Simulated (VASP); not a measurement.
# TaAl5N6 (P4/mmm) in VASP: notebook

TaAl5N6 is run at these levels: PBE; tasks: single point.

All numbers are computed with VASP 6.6.1; they aren't measurements. Logs are shortened: lines on timing, memory, paths and dates and some standing lists are left out, and cuts for length are marked.

### 1 The cell of the first run

It takes space group P4/mmm (No. 123, tetragonal). Conventional cell: a = 3.329 Å, b = 3.329 Å, c = 14.125 Å, α = 90.00°, β = 90.00°, γ = 90.00°. Within 3.1 Å of Ta (site symmetry 4/mmm) lie 6 N at 2.35 Å. Within 3.1 Å of Al (site symmetry 4mm) lie 6 N at 2.35 Å. Within 3.1 Å of Al (site symmetry 4mm) lie 6 N at 2.35 Å. Within 3.1 Å of Al (site symmetry 4/mmm) lie 6 N at 2.35 Å. N (site symmetry 4/mmm) has 4 Ta at 2.35 Å and 2 Al at 2.35 Å within 3.1 Å. Within 3.1 Å of N (site symmetry 4mm) lie 5 Al at 2.35 Å and 1 Ta at 2.35 Å. Within 3.1 Å of N (site symmetry 4mm) lie 6 Al at 2.35 Å. N (site symmetry 4/mmm) has 6 Al at 2.35 Å within 3.1 Å.

### 2 Single point, PBE

File INCAR:

```
SYSTEM = TaAl5N6
PREC     = Accurate       ! precision mode
ENCUT    = 520            ! plane-wave cutoff, eV
EDIFF    = 1E-6           ! SCF threshold, eV
ISMEAR   = 0              ! smearing method
SIGMA    = 0.1            ! smearing width, eV
LREAL    = .FALSE.        ! projectors in reciprocal space
LASPH    = .TRUE.         ! aspherical terms in the spheres
NELM     = 100            ! most SCF steps
ALGO     = Normal         ! electronic algorithm
ISIF     = 2              ! what is computed and relaxed
LWAVE    = .FALSE.        ! write WAVECAR
LCHARG   = .FALSE.        ! write CHGCAR
GGA      = PE             ! functional
NBANDS   = 40             ! bands
```

File KPOINTS:

```
regular mesh
0
G
  6 6 2
  0 0 0
```

File POSCAR:

```
TaAl5N6
1.0
    3.3293049400      0.0000000000      0.0000000000
    0.0000000000      3.3293049400      0.0000000000
    0.0000000000      0.0000000000     14.1250445900
Ta Al N
1 5 6
Direct
    0.5000000000      0.5000000000      0.0000000000
    0.0000000000      0.0000000000      0.8333333300
    0.0000000000      0.0000000000      0.1666666700
    0.5000000000      0.5000000000      0.3333333300
    0.0000000000      0.0000000000      0.5000000000
    0.5000000000      0.5000000000      0.6666666700
    0.0000000000      0.0000000000      0.0000000000
    0.5000000000      0.5000000000      0.1666666700
    0.0000000000      0.0000000000      0.3333333300
    0.5000000000      0.5000000000      0.5000000000
    0.0000000000      0.0000000000      0.6666666700
    0.5000000000      0.5000000000      0.8333333300
```

Potentials or basis: VASP PAW PBE potentials, release 64 (Ta_pv, Al, N).

The run is started by

```bash
> cat potpaw_PBE.64/Ta_pv/POTCAR potpaw_PBE.64/Al/POTCAR potpaw_PBE.64/N/POTCAR > POTCAR
> mpirun -np 1 vasp_std > vasp.out
```

OUTCAR:

```text
SYSTEM = TaAl5N6
   PREC = Accurate
   ENCUT = 520
   EDIFF = 1E-6
   ISMEAR = 0
   LREAL = .FALSE.
   LASPH = .TRUE.
   NELM = 100
   ISIF = 2
   GGA = PE

 ion  position               nearest neighbor table
   1  0.500  0.500  0.000-   7 2.35   7 2.35   7 2.35   7 2.35  12 2.35   8 2.35   3 3.33   3 3.33
                             2 3.33   3 3.33   2 3.33   2 3.33   3 3.33   2 3.33
   2  0.000  0.000  0.833-  11 2.35  12 2.35  12 2.35  12 2.35  12 2.35   7 2.35   6 3.33   6 3.33
                             6 3.33   6 3.33   1 3.33   1 3.33   1 3.33   1 3.33
   3  0.000  0.000  0.167-   9 2.35   8 2.35   8 2.35   8 2.35   8 2.35   7 2.35   4 3.33   4 3.33
                             4 3.33   4 3.33   1 3.33   1 3.33   1 3.33   1 3.33
   4  0.500  0.500  0.333-   8 2.35   9 2.35   9 2.35   9 2.35   9 2.35  10 2.35   3 3.33   3 3.33
                             3 3.33   3 3.33   5 3.33   5 3.33   5 3.33   5 3.33
   5  0.000  0.000  0.500-  10 2.35  10 2.35  10 2.35  10 2.35  11 2.35   9 2.35   6 3.33   6 3.33
                             4 3.33   6 3.33   4 3.33   4 3.33   6 3.33   4 3.33
   6  0.500  0.500  0.667-  12 2.35  11 2.35  11 2.35  11 2.35  11 2.35  10 2.35   2 3.33   2 3.33
                             2 3.33   2 3.33   5 3.33   5 3.33   5 3.33   5 3.33
   7  0.000  0.000  0.000-   1 2.35   1 2.35   1 2.35   1 2.35   3 2.35   2 2.35
   8  0.500  0.500  0.167-   4 2.35   3 2.35   3 2.35   3 2.35   3 2.35   1 2.35
   9  0.000  0.000  0.333-   3 2.35   4 2.35   4 2.35   4 2.35   4 2.35   5 2.35
  10  0.500  0.500  0.500-   5 2.35   5 2.35   5 2.35   5 2.35   6 2.35   4 2.35
  11  0.000  0.000  0.667-   2 2.35   6 2.35   6 2.35   6 2.35   6 2.35   5 2.35
  12  0.500  0.500  0.833-   6 2.35   2 2.35   2 2.35   2 2.35   2 2.35   1 2.35

  LATTYP: Found a simple tetragonal cell.
 ALAT       =     3.3293049400
 C/A-ratio  =     4.2426406846

  Lattice vectors:

 A1 = (   3.3293049400,   0.0000000000,   0.0000000000)
 A2 = (   0.0000000000,   3.3293049400,   0.0000000000)
 A3 = (   0.0000000000,   0.0000000000,  14.1250445900)

Analysis of symmetry for initial positions (statically):
=====================================================================
 Subroutine PRICEL returns:
 Original cell was already a primitive cell.

 Routine SETGRP: Setting up the symmetry group for a
 simple tetragonal supercell.

 Subroutine GETGRP returns: Found 16 space group operations
 (whereof 16 operations were pure point group operations)
 out of a pool of 16 trial point group operations.

The static configuration has the point symmetry D_4h.

Analysis of symmetry for dynamics (positions and initial velocities):
=====================================================================
 Subroutine PRICEL returns:
 Original cell was already a primitive cell.
[... 140 lines left out ...]
   IALGO  =     38    algorithm
   IMIX   =      4    mixing-type and parameters
     AMIX     =   0.40;   BMIX     =  1.00
     AMIX_MAG =   1.60;   BMIX_MAG =  1.00
  volume/ion in A,a.u.               =      13.05        88.05
  Fermi-wavevector in a.u.,A,eV,Ry     =   1.162087  2.196025 18.373925  1.350445
  Thomas-Fermi vector in A             =   2.298652
   LORBIT       =      0    0 simple, 1 ext, 2 COOP (PROOUT), +10 PAW based schemes
   GGA     = PE    functional components
   LHFCALC =     F    Hartree Fock is set to
   AEXX    =    0.0000 exact exchange contribution
   IVDW    =     0    specifies the selected vdW correction
   LEPSILON=     F    determine dielectric tensor
   LRPA    =     F    only Hartree local field effects (RPA)
 non-spin polarized calculation
 Gauss-broadening in eV      SIGMA  =   0.10
  energy-cutoff  :      520.00
  volume of cell :      156.57
 maximum number of plane-waves:      4264
 NGX is ok and might be reduce to    28
   NGX = 13   NGY = 13   NGZ = 53

 number of electron      55.9999990 magnetization

 Free energy of the ion-electron system (eV)
  ---------------------------------------------------
  ext. energy  EPLUGINS =         0.00000000
  ---------------------------------------------------
  free energy    TOTEN  =       -84.05993657 eV

  energy without entropy =      -84.03954629  energy(sigma->0) =      -84.04974143

 E-fermi :   6.9330     XC(G=0): -10.6611

 val. band max:        6.9235830601   @ k =   0.3333   0.0000   0.0000
 cond. band min:       6.9434699459   @ k =   0.1667   0.0000   0.5000
 fundamental gap:      0.0198868858
 Fermi energy:         6.9330173958

 k-point     1 :       0.0000    0.0000    0.0000
  band No.  band energies     occupation
      1     -29.4312      2.00000
      2     -29.3744      2.00000
      3     -29.3744      2.00000
      4      -9.6407      2.00000
      5      -8.7664      2.00000
      6      -8.7510      2.00000
[... 849 lines left out ...]
     39      11.2779      0.00000
     40      12.5807      0.00000

------------------------ aborting loop because EDIFF is reached ----------------------------------------

  FORCE on cell =-STRESS in cart. coord.  units (eV):
  Direction    XX          YY          ZZ          XY          YZ          ZX
  --------------------------------------------------------------------------------------
  -------------------------------------------------------------------------------------
  Total      -41.5962577    -41.5962577    -38.0991422      0.0000000     -0.0000000     -0.0000000
  in kB     -425.6649244   -425.6649244   -389.8780657      0.0000000     -0.0000000     -0.0000000
  external PRESSURE =    -413.7359715 kB  Pullay stress =       0.0000000 kB

 VOLUME and BASIS-vectors are now :
 -----------------------------------------------------------------------------
  energy-cutoff  :      520.00
  volume of cell :      156.57
      direct lattice vectors                 reciprocal lattice vectors
     3.329304940  0.000000000  0.000000000     0.300362994  0.000000000  0.000000000
     0.000000000  3.329304940  0.000000000     0.000000000  0.300362994  0.000000000
     0.000000000  0.000000000 14.125044590     0.000000000  0.000000000  0.070796237

 POSITION                                       TOTAL-FORCE (eV/Angst)
 -----------------------------------------------------------------------------------
      1.66465      1.66465      0.00000        -0.000000     -0.000000     -0.000000
      0.00000      0.00000     11.77087        -0.000000     -0.000000     -0.815864
      0.00000      0.00000      2.35417        -0.000000     -0.000000      0.815864
      1.66465      1.66465      4.70835         0.000000      0.000000      0.333714
      0.00000      0.00000      7.06252        -0.000000     -0.000000     -0.000000
      1.66465      1.66465      9.41670        -0.000000     -0.000000     -0.333714
      0.00000      0.00000      0.00000        -0.000000     -0.000000     -0.000000
      1.66465      1.66465      2.35417        -0.000000      0.000000     -0.349502
      0.00000      0.00000      4.70835        -0.000000     -0.000000     -0.270083
      1.66465      1.66465      7.06252        -0.000000     -0.000000     -0.000000
      0.00000      0.00000      9.41670         0.000000     -0.000000      0.270083
      1.66465      1.66465     11.77087         0.000000      0.000000      0.349502
 -----------------------------------------------------------------------------------
    total drift:                                0.000000      0.000000     -0.000000

  FREE ENERGIE OF THE ION-ELECTRON SYSTEM (eV)
  ---------------------------------------------------
  free  energy   TOTEN  =       -84.0599365733 eV

  energy  without entropy=      -84.0395462938  energy(sigma->0) =      -84.04974143
```

OSZICAR:

```text
N       E                     dE             d eps       ncg     rms          rms(c)
DAV:   1     0.269712879509E+03    0.26971E+03   -0.26045E+04  1600   0.127E+03
DAV:   2    -0.722864363536E+02   -0.34200E+03   -0.32976E+03  2040   0.276E+02
DAV:   3    -0.961614192931E+02   -0.23875E+02   -0.23438E+02  1968   0.714E+01
DAV:   4    -0.966455963207E+02   -0.48418E+00   -0.48182E+00  2032   0.108E+01
[... 10 lines left out ...]
DAV:  15    -0.840600916420E+02   -0.29714E-04   -0.15473E-03  1952   0.157E-01    0.724E-02
DAV:  16    -0.840599545672E+02    0.13707E-03   -0.33276E-04  2032   0.873E-02    0.270E-02
DAV:  17    -0.840599449391E+02    0.96281E-05   -0.58418E-05  2088   0.393E-02    0.227E-02
DAV:  18    -0.840599367141E+02    0.82250E-05   -0.27910E-05  2000   0.246E-02    0.771E-03
DAV:  19    -0.840599365733E+02    0.14078E-06   -0.41084E-06  1784   0.102E-02
   1 F= -.84059937E+02 E0= -.84049741E+02  d E =-.203903E-01
```

Run time: 2.6 min. Hardware: 1 thread of Intel Xeon Platinum 8488C (Sapphire Rapids), shared host; peak memory 0.33 GiB.

What came out:

| Quantity | Value |
| --- | --- |
| Free energy | -84.0599 eV |
| Pressure | -41.4 GPa |
| Largest force | 0.816 eV/Å |
| Band gap on the k mesh | zero (band 28 reaches 7.89 eV, above the bottom of band 29 at 5.49 eV) |

Forces on the atoms (eV/Å):
```
Ta   0.000  0.000  0.000
Al   0.000  0.000 -0.816
Al   0.000  0.000  0.816
Al   0.000  0.000  0.334
Al   0.000  0.000  0.000
Al   0.000  0.000 -0.334
N    0.000  0.000  0.000
N    0.000  0.000 -0.350
N    0.000  0.000 -0.270
N    0.000  0.000  0.000
N    0.000  0.000  0.270
N    0.000  0.000  0.350
```

Stress tensor (GPa, compression positive):
```
-42.57   0.00   0.00
  0.00 -42.57   0.00
  0.00   0.00 -38.99
```

Caveat: spin-orbit coupling is left out, which moves the levels of the heavy elements.

### 3 Single point, PBE

This run uses another cell than the first one, of 9.03 Å³/atom, 0.692 times its volume.

File INCAR:

```
SYSTEM = TaAl5N6
ALGO = Normal
EDIFF = 1E-6
ENCUT = 520
GGA = PE
ISIF = 2
ISMEAR = 0
LASPH = .True.
LCHARG = .False.
LREAL = .False.
LWAVE = .False.
NBANDS = 40
NELM = 80
PREC = Accurate
SIGMA = 0.1
```

File KPOINTS:

```
k-points
0
Gamma
  6 6 2
  0 0 0
```

File POSCAR:

```
TaAl5N6
1.0
    2.9406615394      0.0000000000      0.0000000000
    0.0000000000      2.9406615394      0.0000000000
    0.0000000000      0.0000000000     12.5316331367
Ta Al N
1 5 6
Direct
    0.5000000000      0.5000000000      0.0000000000
    0.0000000000      0.0000000000      0.8211258990
    0.0000000000      0.0000000000      0.1788741010
    0.5000000000      0.5000000000      0.3403035993
    0.0000000000      0.0000000000      0.5000000000
    0.5000000000      0.5000000000      0.6596964007
    0.0000000000      0.0000000000      0.0000000000
    0.5000000000      0.5000000000      0.1806761946
    0.0000000000      0.0000000000      0.3399712477
    0.5000000000      0.5000000000      0.5000000000
    0.0000000000      0.0000000000      0.6600287523
    0.5000000000      0.5000000000      0.8193238054
```

Potentials or basis: VASP PAW PBE potentials, release 64 (Ta_pv, Al, N).

The run is started by

```bash
> cat potpaw_PBE.64/Ta_pv/POTCAR potpaw_PBE.64/Al/POTCAR potpaw_PBE.64/N/POTCAR > POTCAR
> mpirun -np 1 vasp_std > vasp.out
```

Run time: 69 s. Hardware: 1 thread of Intel Xeon Platinum 8488C (Sapphire Rapids), shared host; peak memory 0.26 GiB.

The run converged. Its results:

* Free energy: -93.0941 eV
* Pressure: 0.0 GPa
* Largest force: 0.014 eV/Å
* Band gap on the k mesh: zero (band 28 reaches 13.69 eV, above the bottom of band 29 at 9.64 eV)

Forces on the atoms (eV/Å):
```
Ta   0.000  0.000  0.000
Al   0.000  0.000 -0.014
Al   0.000  0.000  0.014
Al   0.000  0.000  0.002
Al   0.000  0.000  0.000
Al   0.000  0.000 -0.002
N    0.000  0.000  0.000
N    0.000  0.000  0.011
N    0.000  0.000 -0.001
N    0.000  0.000  0.000
N    0.000  0.000  0.001
N    0.000  0.000 -0.011
```

Stress tensor (GPa, compression positive):
```
 0.07  0.00  0.00
 0.00  0.07  0.00
 0.00  0.00 -0.08
```

Levels at points of the mesh, in eV from the Fermi level:
```tsv
k point	band 24	band 25	band 26	band 27	band 28	band 29	band 30	band 31	band 32	band 33
(0.00, 0.00, 0.00)	-3.96	-3.96	-3.39	-3.16	-3.16	0.75	1.11	1.11	1.33	1.65
(0.50, 0.00, 0.00)	-4.25	-4.13	-4.12	-4.09	1.83	1.91	2.46	2.47	2.85	3.15
(0.50, 0.50, 0.00)	-5.99	-5.29	-5.04	-5.04	-2.22	-2.22	0.28	1.63	2.48	3.06
(0.00, 0.00, 0.50)	-4.13	-3.64	-3.64	-3.29	-3.29	1.09	1.12	1.12	1.41	1.65
(0.50, 0.00, 0.50)	-4.24	-4.13	-4.12	-4.09	1.83	1.98	2.17	2.53	2.61	3.77
(0.50, 0.50, 0.50)	-6.14	-5.52	-5.17	-5.17	-2.11	-2.11	0.62	1.53	2.18	2.77
```

Caveat: spin-orbit coupling is left out, which moves the levels of the heavy elements.
